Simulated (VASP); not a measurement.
# SnSe2 (P-3m1) in VASP: notebook

Runs on SnSe2. Level: PBE+D3(BJ). Tasks: single point.

All numbers are computed with VASP 6.6.1; they aren't measurements. Logs are shortened: lines on timing, memory, paths and dates and some standing lists are left out, and cuts for length are marked.

### Step 1. The cell of the first run

Symmetry: P-3m1, No. 164, trigonal system. Conventional cell: a = 3.888 Å, b = 3.888 Å, c = 6.010 Å, α = 90.00°, β = 90.00°, γ = 120.00°. Within 3.6 Å of Sn (site symmetry -3m) lie 6 Se at 2.75 Å. Se (site symmetry 3m) has 3 Sn at 2.75 Å and 3 Se at 3.61 Å within 3.7 Å.

### Step 2. Single point, PBE+D3(BJ)

INCAR reads:

```
SYSTEM = SnSe2
PREC = Accurate
ENCUT = 500
EDIFF = 1E-6
ISMEAR = 0
SIGMA = 0.03
LREAL = .False.
LASPH = .True.
NELM = 120
ALGO = Normal
ISIF = 2
LWAVE = .False.
LCHARG = .False.
GGA = PE
IVDW = 12
NBANDS = 20
GGA_COMPAT = .False.
```

KPOINTS reads:

```
regular mesh
0
Gamma
  12 12 6
  0 0 0
```

POSCAR reads:

```
SnSe2
1.0
    3.8880000000      0.0000000000      0.0000000000
   -1.9440000000      3.3671067699      0.0000000000
    0.0000000000      0.0000000000      6.0099097605
Sn Se
1 2
Direct
    0.0000000000      0.0000000000      0.0000000000
    0.3333333333      0.6666666667      0.2651331237
    0.6666666667      0.3333333333      0.7348668763
```

Potentials or basis: VASP PAW PBE potentials, release 64 (Sn_d, Se).

Command:

```console
$ cat potpaw_PBE.64/Sn_d/POTCAR potpaw_PBE.64/Se/POTCAR > POTCAR
$ mpirun -np 1 vasp_std > vasp.out
```

OUTCAR:

```text
SYSTEM = SnSe2
   PREC = Accurate
   ENCUT = 500
   EDIFF = 1E-6
   ISMEAR = 0
   LREAL = .False.
   LASPH = .True.
   NELM = 120
   ISIF = 2
   GGA = PE
   IVDW = 12
 IVDW          = 12

 ion  position               nearest neighbor table
   1  0.000  0.000  0.000-   2 2.75   3 2.75   2 2.75   3 2.75   3 2.75   2 2.75
   2  0.333  0.667  0.265-   1 2.75   1 2.75   1 2.75
   3  0.667  0.333  0.735-   1 2.75   1 2.75   1 2.75

  LATTYP: Found a hexagonal cell.
 ALAT       =     3.8880000000
 C/A-ratio  =     1.5457586833

  Lattice vectors:

 A1 = (   3.8880000000,   0.0000000000,   0.0000000000)
 A2 = (  -1.9440000000,   3.3671067699,   0.0000000000)
 A3 = (   0.0000000000,   0.0000000000,   6.0099097605)

Analysis of symmetry for initial positions (statically):
=====================================================================
 Subroutine PRICEL returns:
 Original cell was already a primitive cell.

 Routine SETGRP: Setting up the symmetry group for a
 hexagonal supercell.

 Subroutine GETGRP returns: Found 12 space group operations
 (whereof 12 operations were pure point group operations)
 out of a pool of 24 trial point group operations.

The static configuration has the point symmetry D_3d.

Analysis of symmetry for dynamics (positions and initial velocities):
=====================================================================
 Subroutine PRICEL returns:
 Original cell was already a primitive cell.

 Routine SETGRP: Setting up the symmetry group for a
 hexagonal supercell.

 Subroutine GETGRP returns: Found 12 space group operations
 (whereof 12 operations were pure point group operations)
 out of a pool of 24 trial point group operations.

The dynamic configuration has the point symmetry D_3d.

 Subroutine INISYM returns: Found 12 space group operations
 (whereof 12 operations are pure point group operations),
 and found     1 'primitive' translations

----------------------------------------------------------------------------------------

                                     Primitive cell

  volume of cell :      78.6776

  direct lattice vectors                    reciprocal lattice vectors
     3.888000000  0.000000000  0.000000000     0.257201646  0.148495440  0.000000000
    -1.944000000  3.367106770  0.000000000     0.000000000  0.296990879  0.000000000
     0.000000000  0.000000000  6.009909761     0.000000000  0.000000000  0.166391849

  length of vectors
     3.888000000  3.888000000  6.009909761     0.296990879  0.296990879  0.166391849

  position of ions in fractional coordinates (direct lattice)
     0.000000000  0.000000000  0.000000000
     0.333333333  0.666666667  0.265133124
     0.666666667  0.333333333  0.734866876

  ion indices of the primitive-cell ions
   primitive index   ion index
                 1           1
                 2           2
                 3           3

----------------------------------------------------------------------------------------

 KPOINTS: regular mesh

Automatic generation of k-mesh.
 Grid dimensions read from file:
 generate k-points for:   12   12    6

 Generating k-lattice:

  Cartesian coordinates                     Fractional coordinates (reciprocal lattice)
     0.021433471  0.012374620  0.000000000     0.083333333 -0.000000000  0.000000000
     0.000000000  0.024749240  0.000000000     0.000000000  0.083333333  0.000000000
     0.000000000  0.000000000  0.027731975     0.000000000  0.000000000  0.166666667

  Length of vectors
     0.024749240  0.024749240  0.027731975

  Shift w.r.t. Gamma in fractional coordinates (k-lattice)
     0.000000000  0.000000000  0.000000000

 Subroutine IBZKPT returns following result:
 ===========================================

 Found    100 irreducible k-points:

 Following reciprocal coordinates:
            Coordinates               Weight
  0.000000  0.000000  0.000000      1.000000
  0.083333  0.000000  0.000000      6.000000
  0.166667  0.000000  0.000000      6.000000
  0.250000  0.000000  0.000000      6.000000
  0.333333  0.000000  0.000000      6.000000
  0.416667  0.000000  0.000000      6.000000
[... 16 lines left out ...]
  0.166667  0.000000  0.166667      6.000000
  0.000000  0.166667  0.166667      6.000000
 [... further k-points ...]
   k-points           NKPTS =    100   k-points in BZ     NKDIM =    100   number of bands    NBANDS=     20
   number of dos      NEDOS =    301   number of ions     NIONS =      3
   total plane-waves  NPLWV =  37632
   dimension x,y,z NGX =    28 NGY =   28 NGZ =   48
   dimension x,y,z NGXF=    56 NGYF=   56 NGZF=   96
   ions per type =               1   2
   NGX,Y,Z   is equivalent  to a cutoff of  11.97, 11.97, 13.28 a.u.
   NGXF,Y,Z  is equivalent  to a cutoff of  23.94, 23.94, 26.56 a.u.
 SYSTEM =  SnSe2
   PREC   = accura    normal or accurate (medium, high low for compatibility)
   ISTART =      0    job   : 0-new  1-cont  2-samecut
   ICHARG =      2    charge: 1-file 2-atom 10-const
   ISPIN  =      1    spin polarized calculation?
   LNONCOLLINEAR =      F non collinear calculations
   LSORBIT =      F    spin-orbit coupling
   LASPH  =      T    aspherical Exc in radial PAW
   ENCUT  =  500.0 eV  36.75 Ry    6.06 a.u.   7.09  7.09 10.96*2*pi/ulx,y,z
   NELM   =    120;   NELMIN=  2; NELMDL= -5     # of ELM steps
   EDIFF  = 0.1E-05   stopping-criterion for ELM
   LREAL  =      F    real-space projection
   EDIFFG = 0.1E-04   stopping-criterion for IOM
   NSW    =      0    number of steps for IOM
   IBRION =     -1    ionic relax: 0-MD 1-quasi-New 2-CG
   NFREE  =      0    steps in history (QN), initial steepest desc. (CG)
   ISIF   =      2    stress and relaxation
   ISYM   =      2    0-nonsym 1-usesym 2-fastsym
   POTIM  = 0.5000    time-step for ionic-motion
   TEBEG  =    0.0;   TEEND  =   0.0 temperature during run
   PSTRESS=    0.0 pullay stress
   NELECT =      26.0000    total number of electrons
   NUPDOWN=      -1.0000    fix difference up-down
   EMIN   =  10.00;   EMAX   =-10.00  energy-range for DOS
   EFERMI =   0.00;   METHOD = LEGACY
   ISMEAR =     0;   SIGMA  =   0.03  broadening in eV -4-tet -1-fermi 0-gaus
   EFERMI_NEDOS =   21; number of points for ismear=-14 and -15
   IALGO  =     38    algorithm
   IMIX   =      4    mixing-type and parameters
     AMIX     =   0.40;   BMIX     =  1.00
     AMIX_MAG =   1.60;   BMIX_MAG =  1.00
  volume/ion in A,a.u.               =      26.23       176.98
  Fermi-wavevector in a.u.,A,eV,Ry     =   1.131833  2.138854 17.429680  1.281045
  Thomas-Fermi vector in A             =   2.268533
   LORBIT       =      0    0 simple, 1 ext, 2 COOP (PROOUT), +10 PAW based schemes
   GGA     = PE    functional components
   LHFCALC =     F    Hartree Fock is set to
   AEXX    =    0.0000 exact exchange contribution
   IVDW    =    12    specifies the selected vdW correction
   LEPSILON=     F    determine dielectric tensor
   LRPA    =     F    only Hartree local field effects (RPA)
 non-spin polarized calculation
 Gauss-broadening in eV      SIGMA  =   0.03
  energy-cutoff  :      500.00
  volume of cell :       78.68
 maximum number of plane-waves:      2019
   NGX = 15   NGY = 15   NGZ = 21

 number of electron      26.0000013 magnetization

 Free energy of the ion-electron system (eV)
  ---------------------------------------------------
  ext. energy  EPLUGINS =         0.00000000
  ---------------------------------------------------
  free energy    TOTEN  =       -11.82432036 eV

  energy without entropy =      -11.82432036  energy(sigma->0) =      -11.82432036

 E-fermi :   4.3630     XC(G=0):  -9.4500

 val. band max:        4.2175744322   @ k =   0.0833   0.0833   0.0000
 cond. band min:       4.5070741271   @ k =   0.0000   0.4167   0.3333
 fundamental gap:      0.2894996949
 Fermi energy:         4.3630374531

 k-point     1 :       0.0000    0.0000    0.0000
  band No.  band energies     occupation
      1     -17.2151      2.00000
      2     -17.2151      2.00000
      3     -17.1873      2.00000
      4     -17.1767      2.00000
      5     -17.1767      2.00000
      6      -9.6032      2.00000
[... 12 lines left out ...]
     19      12.9803      0.00000
     20      12.9804      0.00000

 k-point     2 :       0.0833    0.0000    0.0000
  band No.  band energies     occupation
      1     -17.2174      2.00000
      2     -17.2130      2.00000
      3     -17.1858      2.00000
      4     -17.1781      2.00000
      5     -17.1765      2.00000
      6      -9.5404      2.00000
[... 12 lines left out ...]
     19      12.4014      0.00000
     20      13.0300      0.00000

 k-point     3 :       0.1667    0.0000    0.0000
  band No.  band energies     occupation
      1     -17.2243      2.00000
      2     -17.2078      2.00000
      3     -17.1835      2.00000
      4     -17.1793      2.00000
      5     -17.1754      2.00000
      6      -9.3562      2.00000
[... 12 lines left out ...]
     19      12.0689      0.00000
     20      13.1317      0.00000

 k-point     4 :       0.2500    0.0000    0.0000
  band No.  band energies     occupation
      1     -17.2347      2.00000
      2     -17.2024      2.00000
      3     -17.1872      2.00000
      4     -17.1732      2.00000
      5     -17.1721      2.00000
      6      -9.0665      2.00000
[... 12 lines left out ...]
     19      12.1092      0.00000
     20      13.5451      0.00000

 k-point     5 :       0.3333    0.0000    0.0000
  band No.  band energies     occupation
      1     -17.2457      2.00000
      2     -17.1994      2.00000
      3     -17.1912      2.00000
      4     -17.1664      2.00000
      5     -17.1662      2.00000
      6      -8.7053      2.00000
[... 12 lines left out ...]
     19      12.8504      0.00000
     20      14.2048      0.00000
[... 353 lines left out ...]
      6      -9.4840      2.00000
[... 12 lines left out ...]
     19      12.4492      0.00000
     20      13.0261      0.00000

 k-point    22 :       0.0000    0.0833    0.1667
  band No.  band energies     occupation
      1     -17.2174      2.00000
      2     -17.2130      2.00000
      3     -17.1858      2.00000
      4     -17.1781      2.00000
      5     -17.1765      2.00000
      6      -9.4840      2.00000
[... 12 lines left out ...]
     19      12.3115      0.00000
     20      12.6412      0.00000

 k-point    23 :       0.1667    0.0000    0.1667
  band No.  band energies     occupation
      1     -17.2244      2.00000
      2     -17.2078      2.00000
      3     -17.1835      2.00000
      4     -17.1793      2.00000
      5     -17.1754      2.00000
      6      -9.3014      2.00000
[... 12 lines left out ...]
     19      12.5224      0.00000
     20      12.8754      0.00000

 k-point    24 :       0.0000    0.1667    0.1667
  band No.  band energies     occupation
      1     -17.2243      2.00000
      2     -17.2078      2.00000
      3     -17.1835      2.00000
      4     -17.1793      2.00000
      5     -17.1754      2.00000
      6      -9.3012      2.00000
[... 12 lines left out ...]
     19      11.8953      0.00000
     20      12.7792      0.00000

 [... further k-points ...]

------------------------ aborting loop because EDIFF is reached ----------------------------------------

 Edisp (eV)   -1.06389

 E8    (eV) :    -0.4658

  FORCE on cell =-STRESS in cart. coord.  units (eV):
  Direction    XX          YY          ZZ          XY          YZ          ZX
  --------------------------------------------------------------------------------------
  -------------------------------------------------------------------------------------
  Total      -0.85491    -0.85491    -0.50159     0.00000     0.00000     0.00000
  in kB     -17.40918   -17.40918   -10.21438     0.00000     0.00000     0.00000
  external pressure =      -15.01 kB  Pullay stress =        0.00 kB

 VOLUME and BASIS-vectors are now :
 -----------------------------------------------------------------------------
  energy-cutoff  :      500.00
  volume of cell :       78.68
      direct lattice vectors                 reciprocal lattice vectors
     3.888000000  0.000000000  0.000000000     0.257201646  0.148495440  0.000000000
    -1.944000000  3.367106770  0.000000000     0.000000000  0.296990879  0.000000000
     0.000000000  0.000000000  6.009909761     0.000000000  0.000000000  0.166391849

 POSITION                                       TOTAL-FORCE (eV/Angst)
 -----------------------------------------------------------------------------------
      0.00000      0.00000      0.00000        -0.000000      0.000000      0.000000
     -0.00000      2.24474      1.59343        -0.000000      0.000000     -0.102544
      1.94400      1.12237      4.41648         0.000000      0.000000      0.102544
 -----------------------------------------------------------------------------------
    total drift:                               -0.000000      0.000000      0.000000

  FREE ENERGIE OF THE ION-ELECTRON SYSTEM (eV)
  ---------------------------------------------------
  free  energy   TOTEN  =       -12.8882118240 eV

  energy  without entropy=      -12.8882118240  energy(sigma->0) =      -12.88821182
```

It took 2.4 min on 1 thread of Intel Xeon 8259CL, shared host; peak memory 0.3 GiB.

Results:

* Free energy: -12.8882 eV
* Pressure: -1.5 GPa
* Largest force: 0.103 eV/Å
* Band gap on the k mesh: 0.29 eV (least direct gap 0.60 eV)
* Dispersion energy per atom: -0.355 eV

Forces in eV/Å, atoms in the order of the input:
```
Sn   0.000  0.000  0.000
Se   0.000  0.000 -0.103
Se   0.000  0.000  0.103
```

Stress tensor (GPa, compression positive):
```
-1.74  0.00  0.00
 0.00 -1.74  0.00
 0.00  0.00 -1.02
```

Levels at points of the mesh, in eV from the valence-band top:
```
           k point  band 10  band 11  band 12  band 13  band 14  band 15  band 16  band 17
(0.00, 0.00, 0.00)    -0.81    -0.65    -0.65    -0.12     0.49     2.78     4.33     4.33
(0.50, 0.00, 0.00)    -3.17    -2.69    -1.65    -0.43     1.01     3.40     4.78     4.99
(0.00, 0.00, 0.50)    -0.97    -0.97    -0.39    -0.39     2.16     2.61     3.94     3.94
(0.50, 0.00, 0.50)    -2.40    -2.02    -1.13    -1.04     0.56     3.88     4.48     5.77
```

Caveat: spin-orbit coupling is left out, which moves the levels of the heavy elements. A k mesh can miss the band edges.

(Part 1 of 2 ends here.)
